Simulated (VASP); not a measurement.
## C: relaxation of the atoms with PBE

System: C, a slab with vacuum.

```
CELL_PARAMETERS angstrom
2.52547 0.00000 0.00000
0.00000 3.57155 0.00000
0.00000 0.00000 19.05093
ATOMIC_POSITIONS crystal
C 0.50000 0.00000 0.36744
C 0.00000 0.25000 0.36744
C 0.00000 0.50000 0.43372
C 0.50000 0.75000 0.43372
C 0.50000 0.00000 0.50000
C 0.00000 0.25000 0.50000
C 0.00000 0.50000 0.56628
C 0.50000 0.75000 0.56628
C 0.50000 0.00000 0.63256
C 0.00000 0.25000 0.63256
```

```json
{
 "Program": "VASP 6.6.1",
 "Task": "relaxation of the atoms",
 "Functional": "PBE",
 "Potentials or basis": "VASP PAW PBE potentials, release 64 (C)",
 "Cutoff": "520 eV",
 "k mesh": "10 × 8 × 1",
 "Occupations": "gaussian, width 0.05 eV",
 "Spin": "no spin polarisation",
 "Dipole correction": "yes",
 "Atoms held fixed (from 0)": "[0, 1, 2, 3]",
 "Further INCAR settings": "ALGO = Fast; EDIFF = 1e-06; IBRION = 2; EDIFFG = -0.03; NSW = 70"
}
```

```
Energy gained by relaxing : 84.6 meV/atom
Ionic steps               : 18
Band gap on the k mesh    : zero (bands 20 and 21 overlap by 0.14 eV)
```

Step by step:
```tsv
step	energy change (eV)	largest force on free atoms (eV/Å)	pressure (GPa)
1	0.0000	4.5377	-5.16
2	0.0372	5.6117	-0.91
3	-0.6154	1.3749	-3.58
4	-0.7839	1.0173	-2.27
5	-0.7865	0.9486	-2.05
6	-0.6927	2.4141	-0.91
7	-0.8176	0.4966	-1.75
8	-0.8196	0.5875	-1.71
9	-0.8248	0.2964	-1.74
10	-0.8320	0.2144	-1.66
11	-0.8330	0.2806	-1.62
12	-0.8382	0.1942	-1.46
13	-0.8398	0.2802	-1.30
14	-0.8444	0.1086	-1.02
15	-0.8454	0.0515	-0.81
16	-0.8455	0.0434	-0.77
17	-0.8455	0.0376	-0.77
18	-0.8455	0.0096	-0.76
```

Final structure:
```yaml
crystal:
  lattice:
    - [2.52547, 0.00000, 0.00000]
    - [0.00000, 3.57155, 0.00000]
    - [0.00000, 0.00000, 19.05093]
  atoms:
    - { symbol: C, position: [0.50000, 0.00000, 0.36744] }
    - { symbol: C, position: [0.00000, 0.25000, 0.36744] }
    - { symbol: C, position: [0.00000, 0.50000, 0.43372] }
    - { symbol: C, position: [0.50000, 0.75000, 0.43372] }
    - { symbol: C, position: [0.50000, 0.00240, 0.49981] }
    - { symbol: C, position: [0.00000, 0.24760, 0.49981] }
    - { symbol: C, position: [0.00000, 0.50967, 0.56795] }
    - { symbol: C, position: [0.50000, 0.74033, 0.56795] }
    - { symbol: C, position: [0.50000, 0.02943, 0.62380] }
    - { symbol: C, position: [0.00000, 0.22057, 0.62380] }
```

Levels at points of the mesh, in eV from the Fermi level:
| k point | band 17 | band 18 | band 19 | band 20 | band 21 | band 22 | band 23 | band 24 |
| --- | --- | --- | --- | --- | --- | --- | --- | --- |
| (0.00, 0.00, 0.00) | -2.09 | -1.34 | -0.82 | 0.11 | 1.49 | 3.34 | 4.68 | 4.87 |
| (0.50, 0.00, 0.00) | -4.99 | -4.99 | -0.71 | -0.71 | -0.04 | -0.04 | 5.29 | 5.29 |
| (0.00, 0.50, 0.00) | -3.37 | -2.56 | -0.54 | -0.43 | 0.13 | 1.06 | 5.61 | 6.02 |
| (0.50, 0.50, 0.00) | -4.29 | -4.29 | -0.16 | -0.16 | 0.65 | 0.65 | 7.76 | 7.76 |

It took 16 min on 1 thread of Oxide Virtual Turin-like Processor, with other jobs on the host, peak memory 0.29 GiB.
